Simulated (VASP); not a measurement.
A run of VASP 6.6.1:

INCAR

```
SYSTEM = NaScTe2
ALGO = Normal ; EDIFF = 1E-7
ENCUT = 520 ; GGA = PE
ISIF = 2 ; ISMEAR = -1
LASPH = .TRUE. ; LCHARG = .TRUE.
LELF = .TRUE. ; LREAL = .FALSE.
LVHAR = .TRUE. ; LWAVE = .FALSE.
NBANDS = 40 ; NELM = 100
PREC = Accurate ; SIGMA = 0.05
```

The input KPOINTS:

```
k-points
0
G
  3 3 2
  0 0 0
```

Contents of POSCAR:

```
NaScTe2
1.0
    6.3103310000     -0.1746690000      0.4148600000
    1.4131830000      6.2718460000      0.5766950000
    0.3629280000      0.0521160000      6.6335400000
Na Sc Te
2 2 4
Direct
    0.8735929784      0.5859997149     -0.0333363315
    0.2399416462      0.2788219560      0.3002340501
    0.6906929863      0.8717099262      0.4340171842
    0.3890815202      0.1955235366      0.7799902005
    0.3591039555      0.6942854204      0.9887576170
    0.7592422070      0.3662110904      0.4578155364
    0.8750768749      0.0854766904      0.9766897656
    0.1510697954      0.6445173164      0.5728923427
```

Potentials or basis: VASP PAW PBE potentials, release 64 (Na_pv, Sc_sv, Te).

Launch:

```bash
$ cat potpaw_PBE.64/Na_pv/POTCAR potpaw_PBE.64/Sc_sv/POTCAR potpaw_PBE.64/Te/POTCAR > POTCAR
$ mpirun -np 1 vasp_std > vasp.out
```

Hardware: 1 thread of Intel(R) Xeon(R) Platinum 8488C (Sapphire Rapids), with other jobs on the host.

Estimate the wall time of this run.

It took 5.2 min on 1 thread of Intel(R) Xeon(R) Platinum 8488C (Sapphire Rapids) (shared host), peak memory 0.37 GiB. Counts: scf iterations 20, k points 10.
